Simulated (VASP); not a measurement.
Wanted: the native input for a VASP 6.6.1 run.

| Quantity | Value |
| --- | --- |
| Task | relaxation of shape and atoms at fixed volume |
| Functional | PBEsol |
| Potentials or basis | VASP PAW PBE potentials, release 64 (Cu) |
| Cutoff | 600 eV |
| k mesh | 20 × 20 × 20 |
| Occupations | gaussian, width 0.1 eV |
| Spin | no spin polarisation |
| Dipole correction | no |
| Further INCAR settings | ALGO = Normal; EDIFF = 1e-06; IBRION = 2; EDIFFG = -0.01; NSW = 50; ISIF = 4 |

The structure of Cu lies in POSCAR:

```
Cu
1.0
   -1.4155917838      1.4155917838      1.3322441614
    1.4155917838     -1.4155917838      1.3322441614
    1.4155917838      1.4155917838     -1.3322441614
Cu
1
Direct
    0.0000000000      0.0000000000      0.0000000000
```

These files were run (other wordings do the same):

INCAR

```
PREC = Accurate ; ENCUT = 600
EDIFF = 1E-6 ; ISMEAR = 0
SIGMA = 0.1 ; LREAL = False
LASPH = True ; NELM = 60
ALGO = Normal ; ISIF = 4
LWAVE = False ; LCHARG = False
GGA = PS ; IBRION = 2
NSW = 50 ; EDIFFG = -0.01
```

KPOINTS

```
regular mesh
0
Gamma
  20 20 20
```

Potentials or basis: VASP PAW PBE potentials, release 64 (Cu).

Launch:

```console
$ cat potpaw_PBE.64/Cu/POTCAR > POTCAR
$ mpirun -np 1 vasp_std > vasp.out
```

It gave:

```yaml
Energy_gained_by_relaxing: 0.0 meV/atom
Ionic_steps: 3
Pressure_after_relaxing: 12.8 GPa
Band_gap_on_the_k_mesh: zero (an odd number of electrons rules out a gap without spin polarisation)
```

Caveat: the PAW data sets were made with another functional, which shifts forces and pressure a little.

Run time: 64 s on 1 thread of Intel(R) Xeon(R) Platinum 8559C (Emerald Rapids), on a shared host, peak memory 0.19 GiB.
